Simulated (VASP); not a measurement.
**Ta2N: single point with PBEsol**

The system is Ta2N.

```
Ta N
1.0
     3.11286    0.00000    0.00000
    -1.55643    2.69582    0.00000
     0.00000    0.00000    4.86984
Ta N
2 1
Direct
  0.66667 0.33333 0.74529
  0.33333 0.66667 0.25471
  0.00000 0.00000 0.00000
```

| Property | Result |
| --- | --- |
| Program | VASP 6.6.1 |
| Task | single point |
| Functional | PBEsol |
| Potentials or basis | VASP PAW PBE potentials, release 64 (Ta_pv, N) |
| Cutoff | 520 eV |
| k mesh | 3 × 3 × 2 |
| Occupations | fermi-dirac, width 0.1 eV |
| Spin | no spin polarisation |
| Dipole correction | no |
| Further INCAR settings | ALGO = Normal; EDIFF = 1e-07; NBANDS = 20 |

```
Pressure      : -5.2 GPa
Largest force : 1.162 eV/Å
```

Forces in eV/Å, atoms in the order of the input:
```
Ta   0.000  0.000 -1.162
Ta   0.000  0.000  1.162
N    0.000  0.000  0.000
```

Stress tensor (GPa, compression positive):
```
-9.80  0.00  0.00
 0.00 -9.80  0.00
 0.00  0.00  4.03
```

Levels at points of the mesh, in eV from the Fermi level:
```tsv
k point	band 10	band 11	band 12	band 13	band 14	band 15	band 16	band 17
(0.00, 0.00, 0.00)	-6.30	-5.21	-0.99	-0.55	-0.55	-0.06	-0.06	0.05
(0.00, 0.00, 0.50)	-6.48	-3.15	-2.90	-1.44	-1.44	1.52	1.59	1.95
```

Run time: 5 s on 1 thread of Intel(R) Xeon(R) 6975P-C (Granite Rapids) (shared host), peak memory 0.14 GiB.

Caveat: the k points lie up to 0.78 Å⁻¹ apart; the PAW data sets were made with another functional, which shifts forces and pressure a little; spin-orbit coupling is left out, which moves the levels of the heavy elements.
